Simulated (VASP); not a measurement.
# ZnO (wurtzite type) (P6_3mc) in VASP: further runs

The runs below take ZnO (wurtzite type) through single point, relaxation of cell and atoms, with PBE.

Everything below comes from runs of VASP 6.6.1. Logs are shortened: lines on timing, memory, paths and dates and some standing lists are left out, and cuts for length are marked.

**1. The cell of the first run**

It takes space group P6_3mc (No. 186, hexagonal). The conventional cell has a = 2.559 Å, b = 2.559 Å, c = 5.465 Å, α = 90.00°, β = 90.00°, γ = 120.00°. Within 2.3 Å of Zn (site symmetry 3m) lie 4 O at 1.70 to 1.80 Å. O (site symmetry 3m) has 4 Zn at 1.70 to 1.80 Å within 2.3 Å.

**2. Single point, PBE**

File INCAR:

```
PREC = Accurate
ENCUT = 520
EDIFF = 1E-7
ISMEAR = -1
SIGMA = 0.1
LREAL = F
LASPH = T
NELM = 100
ALGO = Normal
ISIF = 2
LWAVE = F
LCHARG = F
GGA = PE
NBANDS = 26
```

File KPOINTS:

```
Automatic mesh
0
Gamma
  13 13 7
```

File POSCAR:

```
ZnO
1.0
    2.5588000372      0.0000000000      0.0000000000
   -1.2794000186      2.2159858355      0.0000000000
    0.0000000000      0.0000000000      5.4649541979
Zn O
2 2
Direct
    0.3333333333      0.6666666667      0.0327533892
    0.6666666667      0.3333333333      0.5327533892
    0.3333333333      0.6666666667      0.3432466108
    0.6666666667      0.3333333333      0.8432466108
```

Potentials or basis: VASP PAW PBE potentials, release 64 (Zn, O).

Run with:

```console
cat potpaw_PBE.64/Zn/POTCAR potpaw_PBE.64/O/POTCAR > POTCAR
mpirun -np 1 vasp_std > vasp.out
```

OUTCAR:

```text
PREC = Accurate
   ENCUT = 520
   EDIFF = 1E-7
   ISMEAR = -1
   LREAL = F
   LASPH = T
   NELM = 100
   ISIF = 2
   GGA = PE

 ion  position               nearest neighbor table
   1  0.333  0.667  0.033-   3 1.70   4 1.80   4 1.80   4 1.80
   2  0.667  0.333  0.533-   4 1.70   3 1.80   3 1.80   3 1.80
   3  0.333  0.667  0.343-   1 1.70   2 1.80   2 1.80   2 1.80
   4  0.667  0.333  0.843-   2 1.70   1 1.80   1 1.80   1 1.80

  LATTYP: Found a hexagonal cell.
 ALAT       =     2.5588000372
 C/A-ratio  =     2.1357488348

  Lattice vectors:

 A1 = (   2.5588000372,   0.0000000000,   0.0000000000)
 A2 = (  -1.2794000186,   2.2159858355,   0.0000000000)
 A3 = (   0.0000000000,   0.0000000000,   5.4649541979)

Analysis of symmetry for initial positions (statically):
=====================================================================
 Subroutine PRICEL returns:
 Original cell was already a primitive cell.

 Routine SETGRP: Setting up the symmetry group for a
 hexagonal supercell.

 Subroutine GETGRP returns: Found 12 space group operations
 (whereof  6 operations were pure point group operations)
 out of a pool of 24 trial point group operations.

The static configuration has the point symmetry C_3v.
 The point group associated with its full space group is C_6v.

Analysis of symmetry for dynamics (positions and initial velocities):
=====================================================================
 Subroutine PRICEL returns:
 Original cell was already a primitive cell.

 Routine SETGRP: Setting up the symmetry group for a
 hexagonal supercell.

 Subroutine GETGRP returns: Found 12 space group operations
 (whereof  6 operations were pure point group operations)
 out of a pool of 24 trial point group operations.

The dynamic configuration has the point symmetry C_3v.
 The point group associated with its full space group is C_6v.

 Subroutine INISYM returns: Found 12 space group operations
 (whereof  6 operations are pure point group operations),
 and found     1 'primitive' translations

----------------------------------------------------------------------------------------

                                     Primitive cell

  volume of cell :      30.9877

  direct lattice vectors                    reciprocal lattice vectors
     2.558800037  0.000000000  0.000000000     0.390808186  0.225633211  0.000000000
    -1.279400019  2.215985836  0.000000000     0.000000000  0.451266422  0.000000000
     0.000000000  0.000000000  5.464954198     0.000000000  0.000000000  0.182984150

  length of vectors
     2.558800037  2.558800037  5.464954198     0.451266422  0.451266422  0.182984150

  position of ions in fractional coordinates (direct lattice)
     0.333333333  0.666666667  0.032753389
     0.666666667  0.333333333  0.532753389
     0.333333333  0.666666667  0.343246611
     0.666666667  0.333333333  0.843246611

  ion indices of the primitive-cell ions
   primitive index   ion index
                 1           1
                 2           2
                 3           3
                 4           4

----------------------------------------------------------------------------------------

 KPOINTS: Automatic mesh

Automatic generation of k-mesh.
 Grid dimensions read from file:
 generate k-points for:   13   13    7

 Generating k-lattice:

  Cartesian coordinates                     Fractional coordinates (reciprocal lattice)
     0.030062168  0.017356401  0.000000000     0.076923077  0.000000000  0.000000000
     0.000000000  0.034712802  0.000000000     0.000000000  0.076923077  0.000000000
     0.000000000  0.000000000  0.026140593     0.000000000  0.000000000  0.142857143

  Length of vectors
     0.034712802  0.034712802  0.026140593

  Shift w.r.t. Gamma in fractional coordinates (k-lattice)
     0.000000000  0.000000000  0.000000000

 Subroutine IBZKPT returns following result:
 ===========================================

 Found     84 irreducible k-points:

 Following reciprocal coordinates:
            Coordinates               Weight
  0.000000  0.000000  0.000000      1.000000
  0.076923 -0.000000  0.000000      6.000000
  0.153846 -0.000000  0.000000      6.000000
  0.230769 -0.000000  0.000000      6.000000
  0.307692 -0.000000  0.000000      6.000000
  0.384615 -0.000000  0.000000      6.000000
[... 16 lines left out ...]
  0.076923 -0.000000  0.142857     12.000000
  0.153846 -0.000000  0.142857     12.000000
 [... further k-points ...]
   k-points           NKPTS =     84   k-points in BZ     NKDIM =     84   number of bands    NBANDS=     26
   number of dos      NEDOS =    301   number of ions     NIONS =      4
   total plane-waves  NPLWV =  16800
   dimension x,y,z NGX =    20 NGY =   20 NGZ =   42
   dimension x,y,z NGXF=    40 NGYF=   40 NGZF=   84
   ions per type =               2   2
   NGX,Y,Z   is equivalent  to a cutoff of  12.99, 12.99, 12.78 a.u.
   NGXF,Y,Z  is equivalent  to a cutoff of  25.99, 25.99, 25.55 a.u.
 SYSTEM =  unknown system
   PREC   = accura    normal or accurate (medium, high low for compatibility)
   ISTART =      0    job   : 0-new  1-cont  2-samecut
   ICHARG =      2    charge: 1-file 2-atom 10-const
   ISPIN  =      1    spin polarized calculation?
   LNONCOLLINEAR =      F non collinear calculations
   LSORBIT =      F    spin-orbit coupling
   LASPH  =      T    aspherical Exc in radial PAW
   ENCUT  =  520.0 eV  38.22 Ry    6.18 a.u.   4.76  4.76 10.16*2*pi/ulx,y,z
   NELM   =    100;   NELMIN=  2; NELMDL= -5     # of ELM steps
   EDIFF  = 0.1E-06   stopping-criterion for ELM
   LREAL  =      F    real-space projection
   EDIFFG = 0.1E-05   stopping-criterion for IOM
   NSW    =      0    number of steps for IOM
   IBRION =     -1    ionic relax: 0-MD 1-quasi-New 2-CG
   NFREE  =      0    steps in history (QN), initial steepest desc. (CG)
   ISIF   =      2    stress and relaxation
   ISYM   =      2    0-nonsym 1-usesym 2-fastsym
   POTIM  = 0.5000    time-step for ionic-motion
   TEBEG  =    0.0;   TEEND  =   0.0 temperature during run
   PSTRESS=    0.0 pullay stress
   NELECT =      36.0000    total number of electrons
   NUPDOWN=      -1.0000    fix difference up-down
   EMIN   =  10.00;   EMAX   =-10.00  energy-range for DOS
   EFERMI =   0.00;   METHOD = LEGACY
   ISMEAR =    -1;   SIGMA  =   0.10  broadening in eV -4-tet -1-fermi 0-gaus
   EFERMI_NEDOS =   21; number of points for ismear=-14 and -15
   IALGO  =     38    algorithm
   IMIX   =      4    mixing-type and parameters
     AMIX     =   0.40;   BMIX     =  1.00
     AMIX_MAG =   1.60;   BMIX_MAG =  1.00
  volume/ion in A,a.u.               =       7.75        52.28
  Fermi-wavevector in a.u.,A,eV,Ry     =   1.720993  3.252205 40.297955  2.961816
  Thomas-Fermi vector in A             =   2.797328
   LORBIT       =      0    0 simple, 1 ext, 2 COOP (PROOUT), +10 PAW based schemes
   GGA     = PE    functional components
   LHFCALC =     F    Hartree Fock is set to
   AEXX    =    0.0000 exact exchange contribution
   IVDW    =     0    specifies the selected vdW correction
   LEPSILON=     F    determine dielectric tensor
   LRPA    =     F    only Hartree local field effects (RPA)
 non-spin polarized calculation
  energy-cutoff  :      520.00
  volume of cell :       30.99
 maximum number of plane-waves:       848
 NGX is ok and might be reduce to    20
   NGX =  9   NGY =  9   NGZ = 21

 number of electron      35.9999986 magnetization

 Free energy of the ion-electron system (eV)
  ---------------------------------------------------
  ext. energy  EPLUGINS =         0.00000000
  ---------------------------------------------------
  free energy    TOTEN  =       -12.12213751 eV

  energy without entropy =      -12.12211054  energy(sigma->0) =      -12.12212402

 E-fermi :   6.7143     XC(G=0): -13.5662

 val. band max:        5.9032772967   @ k =   0.0000   0.0000   0.0000
 cond. band min:       7.1991640324   @ k =   0.0000   0.0000   0.0000
 fundamental gap:      1.2958867357
 Fermi energy:         6.7143119605

 k-point     1 :       0.0000    0.0000    0.0000
  band No.  band energies     occupation
      1     -16.0617      2.00000
      2     -14.9141      2.00000
      3      -4.8985      2.00000
      4      -3.6793      2.00000
      5      -1.7930      2.00000
      6      -1.7930      2.00000
[... 18 lines left out ...]
     25      25.9023      0.00000
     26      27.0936      0.00000

 k-point     2 :       0.0769   -0.0000    0.0000
  band No.  band energies     occupation
      1     -15.9658      2.00000
      2     -14.8469      2.00000
      3      -4.7545      2.00000
      4      -3.6253      2.00000
      5      -1.9209      2.00000
      6      -1.7723      2.00000
[... 18 lines left out ...]
     25      25.7389      0.00000
     26      26.0221      0.00000

 k-point     3 :       0.1538   -0.0000    0.0000
  band No.  band energies     occupation
      1     -15.6895      2.00000
      2     -14.6553      2.00000
      3      -4.3511      2.00000
      4      -3.4917      2.00000
      5      -2.2268      2.00000
      6      -1.7373      2.00000
[... 18 lines left out ...]
     25      24.5257      0.00000
     26      25.1891      0.00000

 k-point     4 :       0.2308   -0.0000    0.0000
  band No.  band energies     occupation
      1     -15.2705      2.00000
      2     -14.3722      2.00000
      3      -3.8224      2.00000
      4      -3.3710      2.00000
      5      -2.5071      2.00000
      6      -1.9210      2.00000
[... 18 lines left out ...]
     25      23.6149      0.00000
     26      23.8670      0.00000

 k-point     5 :       0.3077   -0.0000    0.0000
  band No.  band energies     occupation
      1     -14.7766      2.00000
      2     -14.0553      2.00000
      3      -3.6685      2.00000
      4      -3.1691      2.00000
      5      -2.6453      2.00000
      6      -2.2120      2.00000
[... 18 lines left out ...]
     25      22.6061      0.00000
     26      24.0035      0.00000

 k-point     6 :       0.3846   -0.0000    0.0000
  band No.  band energies     occupation
      1     -14.3106      2.00000
      2     -13.7845      2.00000
      3      -3.8287      2.00000
      4      -3.0829      2.00000
      5      -2.9885      2.00000
      6      -2.1576      2.00000
[... 427 lines left out ...]
 k-point    21 :       0.3077    0.3077    0.0000
  band No.  band energies     occupation
      1     -13.6436      2.00000
      2     -13.5378      2.00000
      3      -3.4202      2.00000
      4      -2.9925      2.00000
      5      -2.7866      2.00000
      6      -2.3020      2.00000
[... 18 lines left out ...]
     25      22.6462      0.00000
     26      24.2370      0.00000

 k-point    22 :       0.0000    0.0000    0.1429
  band No.  band energies     occupation
      1     -16.0127      2.00000
      2     -14.9808      2.00000
      3      -4.8213      2.00000
      4      -3.7279      2.00000
      5      -1.7775      2.00000
      6      -1.7775      2.00000
[... 18 lines left out ...]
     25      25.9049      0.00000
     26      26.9520      0.00000

 k-point    23 :       0.0769   -0.0000    0.1429
  band No.  band energies     occupation
      1     -15.9175      2.00000
      2     -14.9113      2.00000
      3      -4.6859      2.00000
      4      -3.6743      2.00000
      5      -1.8992      2.00000
      6      -1.7551      2.00000
[... 18 lines left out ...]
     25      25.7472      0.00000
     26      26.0247      0.00000

 k-point    24 :       0.1538   -0.0000    0.1429
  band No.  band energies     occupation
      1     -15.6443      2.00000
      2     -14.7138      2.00000
      3      -4.3106      2.00000
      4      -3.5431      2.00000
      5      -2.1894      2.00000
      6      -1.7147      2.00000
[... 18 lines left out ...]
     25      24.8264      0.00000
     26      25.2150      0.00000

 [... further k-points ...]

------------------------ aborting loop because EDIFF is reached ----------------------------------------

  FORCE on cell =-STRESS in cart. coord.  units (eV):
  Direction    XX          YY          ZZ          XY          YZ          ZX
  --------------------------------------------------------------------------------------
  -------------------------------------------------------------------------------------
  Total       25.8841779     25.8841779     26.2620544      0.0000000      0.0000000      0.0000000
  in kB     1338.3050080   1338.3050081   1357.8425845      0.0000000      0.0000000      0.0000000
  external PRESSURE =    1344.8175335 kB  Pullay stress =       0.0000000 kB

 VOLUME and BASIS-vectors are now :
 -----------------------------------------------------------------------------
  energy-cutoff  :      520.00
  volume of cell :       30.99
      direct lattice vectors                 reciprocal lattice vectors
     2.558800037  0.000000000  0.000000000     0.390808186  0.225633211  0.000000000
    -1.279400019  2.215985836  0.000000000     0.000000000  0.451266422  0.000000000
     0.000000000  0.000000000  5.464954198     0.000000000  0.000000000  0.182984150

 POSITION                                       TOTAL-FORCE (eV/Angst)
 -----------------------------------------------------------------------------------
     -0.00000      1.47732      0.17900         0.000000     -0.000000      0.091967
      1.27940      0.73866      2.91147        -0.000000      0.000000      0.091967
     -0.00000      1.47732      1.87583         0.000000     -0.000000     -0.091967
      1.27940      0.73866      4.60830        -0.000000     -0.000000     -0.091967
 -----------------------------------------------------------------------------------
    total drift:                               -0.000000      0.000000     -0.000674

  FREE ENERGIE OF THE ION-ELECTRON SYSTEM (eV)
  ---------------------------------------------------
  free  energy   TOTEN  =       -12.1221375057 eV

  energy  without entropy=      -12.1221105359  energy(sigma->0) =      -12.12212402
```

Wall time 88 s (1 thread of Intel Xeon 8259CL, shared host); peak memory 0.18 GiB.

Results:

```
Free energy            : -12.1221 eV
Pressure               : 134.5 GPa
Largest force          : 0.092 eV/Å
Band gap on the k mesh : 1.30 eV
```

Forces on the atoms (eV/Å):
```
Zn   0.000  0.000  0.092
Zn   0.000  0.000  0.092
O    0.000  0.000 -0.092
O    0.000  0.000 -0.092
```

Caveat: the cell stands under pressure; an odd mesh through Γ misses points on the zone boundary, where band edges can lie.

(Continued in part 2 of 2.)
